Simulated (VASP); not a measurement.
**Ta: single point with RPBE**

Crystal: Ta.

```
Ta
1.0
     0.00000    3.12149    3.12149
     3.12149    0.00000    3.12149
     3.12149    3.12149    0.00000
Ta
2
Direct
  0.12500 0.12500 0.12500
  0.87500 0.87500 0.87500
```

This isn't the form of Ta at room conditions, which is bcc.

| Item | Value |
| --- | --- |
| Program | VASP 6.6.1 |
| Task | single point |
| Functional | RPBE |
| Potentials or basis | VASP PAW PBE potentials, release 64 (Ta_pv) |
| Cutoff | 520 eV |
| k mesh | 10 × 10 × 10 |
| Occupations | fermi-dirac, width 0.1 eV |
| Spin | no spin polarisation |
| Dipole correction | no |
| Further INCAR settings | ALGO = Normal; EDIFF = 1e-06; NBANDS = 18 |

| Property | Result |
| --- | --- |
| Pressure | -2.4 GPa |
| Band gap on the k mesh | zero (bands 11 and 12 overlap by 0.75 eV) |

Levels at points of the mesh, in eV from the Fermi level:
```csv
k point,band 9,band 10,band 11,band 12,band 13,band 14
"(0.00, 0.00, 0.00)",-0.81,-0.31,-0.31,-0.31,1.89,1.89
"(0.50, 0.00, 0.00)",-0.70,-0.70,-0.32,-0.32,-0.30,2.91
"(0.50, 0.50, 0.00)",-1.21,-1.21,-0.21,-0.21,1.75,1.75
```

Wall time 65 s on 1 thread of Intel Xeon 8259CL, with other jobs on the host, peak memory 0.22 GiB.

Caveat: the PAW data sets were made with another functional, which shifts forces and pressure a little; spin-orbit coupling is left out, which moves the levels of the heavy elements.
